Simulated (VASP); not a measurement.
# C (Im-3m) in VASP: a series of runs

The runs below take C through relaxation of cell and atoms, with LDA.

Everything below comes from runs of VASP 6.6.1. Logs are shortened: lines on timing, memory, paths and dates and some standing lists are left out, and cuts for length are marked.

**1. The cell of the first run**

Symmetry: Im-3m, No. 229, cubic system. The conventional cell has a = 1.914 Å, b = 1.914 Å, c = 1.914 Å, α = 90.00°, β = 90.00°, γ = 90.00°. Within 2.2 Å of C (site symmetry m-3m) lie 14 C at 1.66 to 1.91 Å.

**2. Relaxation of cell and atoms, LDA, target pressure 390 GPa, at which the enthalpy is minimised**

Input file INCAR:

```
PREC     = Accurate       # precision mode
ENCUT    = 600            # plane-wave cutoff, eV
EDIFF    = 1E-6           # SCF threshold, eV
ISMEAR   = -1             # smearing method
SIGMA    = 0.1            # smearing width, eV
LREAL    = False          # projectors in reciprocal space
LASPH    = True           # aspherical terms in the spheres
NELM     = 60             # most SCF steps
ALGO     = Normal         # electronic algorithm
ISIF     = 3              # what is computed and relaxed
LWAVE    = False          # write WAVECAR
LCHARG   = False          # write CHGCAR
GGA      = CA             # functional
IBRION   = 2              # ionic algorithm
NSW      = 60             # ionic steps
EDIFFG   = -0.005         # ionic threshold
PSTRESS  = 3900.0
```

Input file KPOINTS:

```
Automatic mesh
0
Gamma
  28 28 28
```

Input file POSCAR:

```
C
1.0
   -0.9570285155      0.9570285155      0.9570285155
    0.9570285155     -0.9570285155      0.9570285155
    0.9570285155      0.9570285155     -0.9570285155
C
1
Direct
    0.0000000000      0.0000000000      0.0000000000
```

Potentials or basis: VASP PAW LDA potentials, release 64 (C).

Started as:

```sh
cat potpaw_LDA.64/C/POTCAR > POTCAR
mpirun -np 1 vasp_std > vasp.out
```

OUTCAR:

```text
PREC = Accurate
   ENCUT = 600
   EDIFF = 1E-6
   ISMEAR = -1
   LREAL = False
   LASPH = True
   NELM = 60
   ISIF = 3
   GGA = CA
   IBRION = 2
   NSW = 60
   EDIFFG = -0.005
   PSTRESS = 3900.0

 ion  position               nearest neighbor table
   1  0.000  0.000  0.000-

  LATTYP: Found a body centered cubic cell.
 ALAT       =     1.9140570310

  Lattice vectors:

 A1 = (  -0.9570285155,   0.9570285155,   0.9570285155)
 A2 = (   0.9570285155,  -0.9570285155,   0.9570285155)
 A3 = (   0.9570285155,   0.9570285155,  -0.9570285155)

Analysis of symmetry for initial positions (statically):
=====================================================================
 Subroutine PRICEL returns:
 Original cell was already a primitive cell.

 Routine SETGRP: Setting up the symmetry group for a
 body centered cubic supercell.

 Subroutine GETGRP returns: Found 48 space group operations
 (whereof 48 operations were pure point group operations)
 out of a pool of 48 trial point group operations.

The static configuration has the point symmetry O_h .

Analysis of symmetry for dynamics (positions and initial velocities):
=====================================================================
 Subroutine PRICEL returns:
 Original cell was already a primitive cell.

 Routine SETGRP: Setting up the symmetry group for a
 body centered cubic supercell.

 Subroutine GETGRP returns: Found 48 space group operations
 (whereof 48 operations were pure point group operations)
 out of a pool of 48 trial point group operations.

The dynamic configuration has the point symmetry O_h .

 Subroutine INISYM returns: Found 48 space group operations
 (whereof 48 operations are pure point group operations),
 and found     1 'primitive' translations

----------------------------------------------------------------------------------------

                                     Primitive cell

  volume of cell :       3.5062

  direct lattice vectors                    reciprocal lattice vectors
    -0.957028516  0.957028516  0.957028516     0.000000000  0.522450472  0.522450472
     0.957028516 -0.957028516  0.957028516     0.522450472  0.000000000  0.522450472
     0.957028516  0.957028516 -0.957028516     0.522450472  0.522450472  0.000000000

  length of vectors
     1.657622013  1.657622013  1.657622013     0.738856544  0.738856544  0.738856544

  position of ions in fractional coordinates (direct lattice)
     0.000000000  0.000000000  0.000000000

  ion indices of the primitive-cell ions
   primitive index   ion index
                 1           1

----------------------------------------------------------------------------------------

 KPOINTS: Automatic mesh

Automatic generation of k-mesh.
 Grid dimensions read from file:
 generate k-points for:   28   28   28

 Generating k-lattice:

  Cartesian coordinates                     Fractional coordinates (reciprocal lattice)
     0.000000000  0.018658945  0.018658945     0.035714286  0.000000000  0.000000000
     0.018658945  0.000000000  0.018658945     0.000000000  0.035714286  0.000000000
     0.018658945  0.018658945  0.000000000     0.000000000  0.000000000  0.035714286

  Length of vectors
     0.026387734  0.026387734  0.026387734

  Shift w.r.t. Gamma in fractional coordinates (k-lattice)
     0.000000000  0.000000000  0.000000000

 Subroutine IBZKPT returns following result:
 ===========================================

 Found    624 irreducible k-points:

 Following reciprocal coordinates:
            Coordinates               Weight
  0.000000  0.000000  0.000000      1.000000
  0.035714  0.000000  0.000000     12.000000
  0.071429  0.000000  0.000000     12.000000
  0.107143  0.000000  0.000000     12.000000
  0.142857  0.000000  0.000000     12.000000
  0.178571  0.000000  0.000000     12.000000
[... 16 lines left out ...]
  0.285714  0.035714  0.000000     48.000000
  0.321429  0.035714  0.000000     48.000000
 [... further k-points ...]
   k-points           NKPTS =    624   k-points in BZ     NKDIM =    624   number of bands    NBANDS=      6
   number of dos      NEDOS =    301   number of ions     NIONS =      1
   total plane-waves  NPLWV =   2744
   dimension x,y,z NGX =    14 NGY =   14 NGZ =   14
   dimension x,y,z NGXF=    28 NGYF=   28 NGZF=   28
   ions per type =               1
   NGX,Y,Z   is equivalent  to a cutoff of  14.04, 14.04, 14.04 a.u.
   NGXF,Y,Z  is equivalent  to a cutoff of  28.08, 28.08, 28.08 a.u.
 SYSTEM =  unknown system
   PREC   = accura    normal or accurate (medium, high low for compatibility)
   ISTART =      0    job   : 0-new  1-cont  2-samecut
   ICHARG =      2    charge: 1-file 2-atom 10-const
   ISPIN  =      1    spin polarized calculation?
   LNONCOLLINEAR =      F non collinear calculations
   LSORBIT =      F    spin-orbit coupling
   LASPH  =      T    aspherical Exc in radial PAW
   ENCUT  =  600.0 eV  44.10 Ry    6.64 a.u.   3.31  3.31  3.31*2*pi/ulx,y,z
   NELM   =     60;   NELMIN=  2; NELMDL= -5     # of ELM steps
   EDIFF  = 0.1E-05   stopping-criterion for ELM
   LREAL  =      F    real-space projection
   EDIFFG = -.5E-02   stopping-criterion for IOM
   NSW    =     60    number of steps for IOM
   IBRION =      2    ionic relax: 0-MD 1-quasi-New 2-CG
   NFREE  =      1    steps in history (QN), initial steepest desc. (CG)
   ISIF   =      3    stress and relaxation
   ISYM   =      2    0-nonsym 1-usesym 2-fastsym
   POTIM  = 0.5000    time-step for ionic-motion
   TEBEG  =    0.0;   TEEND  =   0.0 temperature during run
   PSTRESS= 3900.0 pullay stress
   NELECT =       4.0000    total number of electrons
   NUPDOWN=      -1.0000    fix difference up-down
   EMIN   =  10.00;   EMAX   =-10.00  energy-range for DOS
   EFERMI =   0.00;   METHOD = LEGACY
   ISMEAR =    -1;   SIGMA  =   0.10  broadening in eV -4-tet -1-fermi 0-gaus
   EFERMI_NEDOS =   21; number of points for ismear=-14 and -15
   IALGO  =     38    algorithm
   IMIX   =      4    mixing-type and parameters
     AMIX     =   0.40;   BMIX     =  1.00
     AMIX_MAG =   1.60;   BMIX_MAG =  1.00
  volume/ion in A,a.u.               =       3.51        23.66
  Fermi-wavevector in a.u.,A,eV,Ry     =   1.710606  3.232576 39.812992  2.926172
  Thomas-Fermi vector in A             =   2.788874
   LORBIT       =      0    0 simple, 1 ext, 2 COOP (PROOUT), +10 PAW based schemes
   GGA     = CA    functional components
   LHFCALC =     F    Hartree Fock is set to
   AEXX    =    0.0000 exact exchange contribution
   IVDW    =     0    specifies the selected vdW correction
   LEPSILON=     F    determine dielectric tensor
   LRPA    =     F    only Hartree local field effects (RPA)
 conjugate gradient relaxation of ions
 non-spin polarized calculation
  energy-cutoff  :      600.00
  volume of cell :        3.51
 maximum number of plane-waves:       135
 NGX is ok and might be reduce to    14
   NGX =  7   NGY =  7   NGZ =  7

--------------------------------------- Ionic step        1  -------------------------------------------

 number of electron       4.0000000 magnetization

 Free energy of the ion-electron system (eV)
  ---------------------------------------------------
  ext. energy  EPLUGINS =         0.00000000
  ---------------------------------------------------
  free energy    TOTEN  =        -3.55412495 eV

  energy without entropy =       -3.54687210  energy(sigma->0) =       -3.55049852

------------------------ aborting loop because EDIFF is reached ----------------------------------------

  FORCE on cell =-STRESS in cart. coord.  units (eV):
  Direction    XX          YY          ZZ          XY          YZ          ZX
  --------------------------------------------------------------------------------------
  -------------------------------------------------------------------------------------
  Total        8.8560914      8.8560914      8.8560914     -0.0000000      0.0000000      0.0000000
  in kB     4046.8587646   4046.8587646   4046.8587646     -0.0000000      0.0000000      0.0000000
  external PRESSURE =     146.8587646 kB  Pullay stress =    3900.0000000 kB

 VOLUME and BASIS-vectors are now :
 -----------------------------------------------------------------------------
  energy-cutoff  :      600.00
  volume of cell :        3.51
      direct lattice vectors                 reciprocal lattice vectors
    -0.957028516  0.957028516  0.957028516     0.000000000  0.522450472  0.522450472
     0.957028516 -0.957028516  0.957028516     0.522450472  0.000000000  0.522450472
     0.957028516  0.957028516 -0.957028516     0.522450472  0.522450472  0.000000000
[... 81 lines left out ...]
  FREE ENERGIE OF THE ION-ELECTRON SYSTEM (eV)
  ---------------------------------------------------
  free  energy   TOTEN  =        -3.6465211276 eV

  energy  without entropy=       -3.6391094479  energy(sigma->0) =       -3.64281529

  enthalpy is  TOTEN    =         4.9789139955 eV   P V=        8.6254351231

--------------------------------------- Ionic step        4  -------------------------------------------

 number of electron       4.0000000 magnetization

 Free energy of the ion-electron system (eV)
  ---------------------------------------------------
  ext. energy  EPLUGINS =         0.00000000
  ---------------------------------------------------
  free energy    TOTEN  =        -3.64470073 eV

  energy without entropy =       -3.63729276  energy(sigma->0) =       -3.64099674

 E-fermi :  20.2089     XC(G=0): -16.4217

 val. band max:       20.2006477599   @ k =  -0.3571   0.4286   0.2143
 cond. band min:      20.2126179445   @ k =   0.2143   0.2143   0.2143
 fundamental gap:      0.0119701847
 Fermi energy:        20.2089204709

 k-point     1 :       0.0000    0.0000    0.0000
  band No.  band energies     occupation
      1     -10.3614      2.00000
      2      36.4627      0.00000
      3      36.4627      0.00000
      4      36.4627      0.00000
      5      65.6365      0.00000
      6      65.6365      0.00000

 k-point     2 :       0.0357    0.0000    0.0000
  band No.  band energies     occupation
      1     -10.2792      2.00000
      2      36.2302      0.00000
      3      36.2809      0.00000
      4      36.4206      0.00000
      5      64.8064      0.00000
      6      64.8817      0.00000
[... 181 lines left out ...]
 k-point    23 :       0.2857    0.0357    0.0000
  band No.  band energies     occupation
      1      -4.4107      2.00000
      2      21.3696      0.00002
      3      29.5057      0.00000
      4      33.8619      0.00000
      5      52.3973      0.00000
      6      53.3319      0.00000

 k-point    24 :       0.3214    0.0357    0.0000
  band No.  band energies     occupation
      1      -2.9779      2.00000
      2      18.6079      2.00000
      3      28.7657      0.00000
      4      33.4831      0.00000
      5      51.4396      0.00000
      6      53.2100      0.00000

 [... further k-points ...]

------------------------ aborting loop because EDIFF is reached ----------------------------------------

  FORCE on cell =-STRESS in cart. coord.  units (eV):
  Direction    XX          YY          ZZ          XY          YZ          ZX
  --------------------------------------------------------------------------------------
  -------------------------------------------------------------------------------------
  Total        8.6245341      8.6245341      8.6245341     -0.0000000     -0.0000000     -0.0000000
  in kB     3900.4159721   3900.4159721   3900.4159721     -0.0000000     -0.0000000     -0.0000000
  external PRESSURE =       0.4159721 kB  Pullay stress =    3900.0000000 kB

 VOLUME and BASIS-vectors are now :
 -----------------------------------------------------------------------------
  energy-cutoff  :      600.00
  volume of cell :        3.54
      direct lattice vectors                 reciprocal lattice vectors
    -0.960340186  0.960340186  0.960340186     0.000000000  0.520648836  0.520648836
     0.960340186 -0.960340186  0.960340186     0.520648836  0.000000000  0.520648836
     0.960340186  0.960340186 -0.960340186     0.520648836  0.520648836  0.000000000

 POSITION                                       TOTAL-FORCE (eV/Angst)
 -----------------------------------------------------------------------------------
     -0.00000      0.00000      0.00000         0.000000     -0.000000      0.000000
 -----------------------------------------------------------------------------------
    total drift:                               -0.000000     -0.000000      0.000000

  FREE ENERGIE OF THE ION-ELECTRON SYSTEM (eV)
  ---------------------------------------------------
  free  energy   TOTEN  =        -3.6447007269 eV

  energy  without entropy=       -3.6372927555  energy(sigma->0) =       -3.64099674

  enthalpy is  TOTEN    =         4.9789135737 eV   P V=        8.6236143006

 reached required accuracy - stopping structural energy minimisation
```

Wall time 64 s (1 thread of AMD EPYC, shared host); peak memory 0.09 GiB.

Results:

| Property | Result |
| --- | --- |
| Free energy | -3.6447 eV |
| Relaxed volume | 3.54 Å³/atom |
| Relaxed cell | a = 1.663 Å, b = 1.663 Å, c = 1.663 Å, α = 109.47°, β = 109.47°, γ = 109.47° |
| Space group after relaxing (to 0.1 Å) | Im-3m (No. 229) |
| Energy change on relaxing (the run minimises the enthalpy) | -90.6 meV/atom |
| Ionic steps | 4 |
| Pressure after relaxing | 390.0 GPa |
| Band gap on the k mesh | zero (bands 2 and 3 overlap by 23.96 eV) |

The path:
```
step  energy change (eV)  largest force (eV/Å)  pressure (GPa)  volume (Å³)
   1              0.0000                0.0000          404.69         3.51
   2             -0.3855                0.0000          342.99         3.67
   3             -0.0924                0.0000          389.76         3.54
   4             -0.0906                0.0000          390.04         3.54
```

Final structure:
```xyz
1
Lattice="-0.9603 0.9603 0.9603 0.9603 -0.9603 0.9603 0.9603 0.9603 -0.9603" Properties=species:S:1:pos:R:3 pbc="T T T"
C     0.0000    0.0000    0.0000
```

Caveat: the cell is relaxed towards a set pressure, so the run minimises the enthalpy, not the energy.

**3. Relaxation of cell and atoms, LDA, target pressure 390 GPa, at which the enthalpy is minimised**

This run uses another cell than the first one, of 3.54 Å³/atom.

Input file INCAR:

```
PREC = Accurate
ENCUT = 600
EDIFF = 1E-7
ISMEAR = -1
SIGMA = 0.1
LREAL = F
LASPH = T
NELM = 100
ALGO = Normal
ISIF = 3
LWAVE = F
LCHARG = F
GGA = CA
IBRION = 2
NSW = 32
EDIFFG = -0.005
PSTRESS = 3900.0
```

KPOINTS is that of step 2.

Input file POSCAR:

```
C
1.0
   -0.9600351080      0.9600351080      0.9600351080
    0.9600351080     -0.9600351080      0.9600351080
    0.9600351080      0.9600351080     -0.9600351080
C
1
Direct
    0.0000000000      0.0000000000      0.0000000000
```

Potentials or basis: VASP PAW LDA potentials, release 64 (C).

Started as:

```sh
cat potpaw_LDA.64/C/POTCAR > POTCAR
mpirun -np 1 vasp_std > vasp.out
```

It took 54 s on 1 thread of AMD EPYC, shared host; peak memory 0.08 GiB.

Results (log left out):

```yaml
Free_energy: -3.6451 eV
Relaxed_volume: 3.54 Å³/atom
Relaxed_cell: a = 1.663 Å, b = 1.663 Å, c = 1.663 Å, α = 109.47°, β = 109.47°, γ = 109.47°
Space_group_after_relaxing_to_0.1_Å: Im-3m (No. 229)
Energy_change_on_relaxing_the_run_minimises_the_enthalpy: -8.4 meV/atom
Ionic_steps: 3
Pressure_after_relaxing: 390.0 GPa
Band_gap_on_the_k_mesh: zero (bands 2 and 3 overlap by 23.96 eV)
```

The path:
```
step  energy change (eV)  largest force (eV/Å)  pressure (GPa)  volume (Å³)
   1              0.0000                0.0000          391.35         3.54
   2             -0.0372                0.0000          385.36         3.55
   3             -0.0084                0.0000          390.00         3.54
```

Final structure:
```
C
1.0
    -0.96035    0.96035    0.96035
     0.96035   -0.96035    0.96035
     0.96035    0.96035   -0.96035
C
1
Direct
  0.00000 0.00000 0.00000
```

Levels at points of the mesh, in eV from the Fermi level:
```
           k point  band 1  band 2  band 3  band 4  band 5  band 6
(0.00, 0.00, 0.00)  -30.57   16.25   16.25   16.25   45.43   45.43
(0.50, 0.00, 0.00)  -17.13  -10.66    7.19   12.73   28.83   33.08
(0.50, 0.50, 0.50)   -4.02   -4.02   -4.02   11.15   11.71   11.71
```

Caveat: the cell is relaxed towards a set pressure, so the run minimises the enthalpy, not the energy.
